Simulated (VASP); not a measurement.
Te: relaxation of cell and atoms with PBE

The system is Te.

```
Te
1.0
     7.50685    0.00000    0.00000
     0.00000    7.50685    0.00000
     0.00000    0.00000    2.75265
Te
6
Direct
  0.17680 0.32320 0.00000
  0.32320 0.82320 0.00000
  0.82320 0.67680 0.00000
  0.67680 0.17680 0.00000
  0.00000 0.00000 0.00000
  0.50000 0.50000 0.00000
```

The cell was generated, and may not be a known phase.

```yaml
Program: VASP 6.6.1
Task: relaxation of cell and atoms
Functional: PBE
Potentials_or_basis: VASP PAW PBE potentials, release 64 (Te)
Cutoff: 600 eV
k_mesh: 2 × 2 × 6
Occupations: gaussian, width 0.1 eV
Spin: no spin polarisation
Dipole_correction: no
Further_INCAR_settings: ALGO = Normal; EDIFF = 1e-06; IBRION = 2; EDIFFG = -0.04; NSW = 90; ISIF = 3
```

| Property | Result |
| --- | --- |
| Relaxed volume | 38.57 Å³/atom |
| Relaxed cell | a = 8.630 Å, b = 8.630 Å, c = 3.107 Å, α = 90.00°, β = 90.00°, γ = 90.00° |
| Space group after relaxing (to 0.1 Å) | P4/mbm (No. 127) |
| Energy gained by relaxing | 783.6 meV/atom |
| Ionic steps | 31 |
| Pressure after relaxing | 0.1 GPa |
| Largest force after relaxing | 0.013 eV/Å |

Forces in eV/Å, atoms in the order of the input:
```
Te   0.009 -0.009  0.000
Te  -0.009 -0.009  0.000
Te  -0.009  0.009  0.000
Te   0.009  0.009  0.000
Te   0.000  0.000  0.000
Te   0.000  0.000  0.000
```

The path:
| step | energy change (eV) | largest force (eV/Å) | pressure (GPa) | volume (Å³) |
| --- | --- | --- | --- | --- |
| 1 | 0.0000 | 0.9141 | 31.48 | 155.12 |
| 2 | -2.1957 | 0.3083 | -6.06 | 298.68 |
| 3 | -4.5160 | 0.0745 | -0.26 | 217.36 |
| 4 | -4.5196 | 0.0635 | 0.05 | 215.76 |
| 5 | -4.5202 | 0.0540 | 0.32 | 214.42 |
| 6 | -4.5442 | 0.1069 | 0.06 | 216.52 |
| 7 | -4.5459 | 0.0974 | 0.10 | 216.08 |
| 8 | -4.5477 | 0.0997 | -0.01 | 216.73 |
| 9 | -4.5506 | 0.1075 | -0.33 | 218.69 |
| 10 | -4.5515 | 0.1065 | -0.32 | 218.68 |
| 11 | -4.5542 | 0.1047 | -0.29 | 218.66 |
| 12 | -4.5593 | 0.1001 | -0.22 | 218.61 |
| 13 | -4.5688 | 0.0891 | -0.07 | 218.52 |
| 14 | -4.5828 | 0.0548 | 0.22 | 218.33 |
| 15 | -4.5892 | 0.0029 | 0.85 | 217.94 |
| 16 | -4.5906 | 0.0027 | 0.82 | 218.23 |
| 17 | -4.5946 | 0.0017 | 0.75 | 219.13 |
| 18 | -4.6023 | 0.0086 | 0.57 | 220.92 |
| 19 | -4.6215 | 0.0539 | 0.23 | 224.52 |
| 20 | -4.6616 | 0.0691 | -0.53 | 231.85 |
| 21 | -4.6041 | 0.0248 | -2.08 | 246.93 |
| 22 | -4.6681 | 0.0586 | -0.82 | 234.75 |
| 23 | -4.6725 | 0.0530 | -0.87 | 235.59 |
| 24 | -4.6761 | 0.0458 | -0.93 | 236.72 |
| 25 | -4.6746 | 0.0319 | -1.09 | 239.00 |
| 26 | -4.6770 | 0.0408 | -0.98 | 237.51 |
| 27 | -4.6853 | 0.0355 | -0.78 | 236.33 |
| 28 | -4.6978 | 0.0231 | -0.23 | 233.29 |
| 29 | -4.6993 | 0.0178 | 0.04 | 231.85 |
| 30 | -4.7009 | 0.0157 | 0.06 | 231.64 |
| 31 | -4.7015 | 0.0131 | 0.09 | 231.42 |

Final structure:
```
Te
1.0
     8.63040    0.00000    0.00000
     0.00000    8.63040    0.00000
     0.00000    0.00000    3.10693
Te
6
Direct
  0.23621 0.26379 0.00000
  0.26379 0.76379 0.00000
  0.76379 0.73621 0.00000
  0.73621 0.23621 0.00000
  0.00000 0.00000 0.00000
  0.50000 0.50000 0.00000
```

Levels at points of the mesh, in eV from the Fermi level:
```csv
k point,band 15,band 16,band 17,band 18,band 19,band 20,band 21,band 22
"(0.00, 0.00, 0.00)",-1.57,-0.86,2.09,2.90,2.91,2.91,3.46,3.46
"(0.50, 0.00, 0.00)",0.85,0.85,1.03,1.03,2.37,2.37,3.56,3.56
"(0.50, 0.50, 0.00)",-1.25,-1.25,2.39,2.39,2.87,2.87,3.46,3.46
"(0.00, 0.00, 0.50)",-1.07,-0.55,-0.46,-0.46,0.23,0.23,0.36,0.85
"(0.50, 0.00, 0.50)",-2.65,-2.65,-0.50,-0.50,0.46,0.46,2.55,2.55
"(0.50, 0.50, 0.50)",-0.96,-0.96,-0.20,-0.20,-0.09,-0.09,0.56,0.56
```

Run time: 12 min on 1 thread of Intel(R) Xeon(R) Platinum 8488C (Sapphire Rapids), with other jobs on the host, peak memory 0.3 GiB.

Caveat: the k points lie up to 0.36 Å⁻¹ apart in the final cell; the volume moved by over 15 % at a fixed basis, so the end points are rough; the highest band is partly filled, so the run has too few bands; spin-orbit coupling is left out, which moves the levels of the heavy elements.
